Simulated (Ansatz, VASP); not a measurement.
## Pt: VASP beside Ansatz

File INCAR:

```
SYSTEM = Pt
  ALGO = Normal
  EDIFF = 1E-6
  EDIFFG = -0.005
  ENCUT = 600
  IBRION = 2
  ISIF = 3
  ISMEAR = -1
  LASPH = .TRUE.
  LCHARG = .FALSE.
  LREAL = .FALSE.
  LWAVE = .FALSE.
  NELM = 100
  NSW = 60
  PREC = Accurate
  SIGMA = 0.08
```

KPOINTS

```
k-points
0
G
  16 16 9
  0 0 0
```

The input POSCAR:

```
Pt
1.0
    2.7614133230      0.0000000000      0.0000000000
   -1.3807066615      2.3914540880      0.0000000000
    0.0000000000      0.0000000000      4.4734895832
Pt
2
Direct
    0.3333333333      0.6666666667      0.2500000000
    0.6666666667      0.3333333333      0.7500000000
```

Input for Ansatz:

```yaml
crystal:
  lattice:
    - [2.761413323, 0.0, 0.0]
    - [-1.3807066615, 2.391454088, 0.0]
    - [0.0, 0.0, 4.4734895832]
  atoms:
    - { symbol: Pt, position: [0.3333333333, 0.6666666667, 0.25] }
    - { symbol: Pt, position: [0.6666666667, 0.3333333333, 0.75] }
kpoints:
  mp_grid: { grid: [16, 16, 9] }
scf:
  occupations: { method: fermi_dirac, width: 0.08 }
hamiltonian:
  xc: lda
  pseudopotentials: { kind: paw }
output:
  forces: true
  stress: true
relax:
  f_tol: 0.005
  max_steps: 40
  cell: {}
```

Alike in both runs: task relaxation of cell and atoms; functional LDA; k mesh 16 × 16 × 9; occupations fermi-dirac, width 0.08 eV; no spin polarisation.

|  | VASP | Ansatz |
| --- | --- | --- |
| version | VASP 6.6.1 | Ansatz 0.2.0 |
| potentials or method | VASP PAW LDA potentials, release 64 (Pt) | PAW with Ansatz's default frozen-core files, scalar-relativistic |
| plane-wave cutoff (eV) | 600 | 420 |
| valence electrons in the cell | 20 | 36 |

VASP gave:

* relaxed volume (Å³/atom): 14.90
* relaxed cell length with the largest relative difference (Å): 2.718

Question: Which values does Ansatz return?

Answer: Relaxed volume (Å³/atom): 14.86; relaxed cell length with the largest relative difference (Å): 2.714.

LDA's correlation is that of Perdew and Zunger in VASP and of Perdew and Wang (1992) in Ansatz. VASP's potentials hold 20 valence electrons a cell and Ansatz's 36, so a difference there can come from the potentials and not from the codes.

Spin-orbit coupling is off throughout.
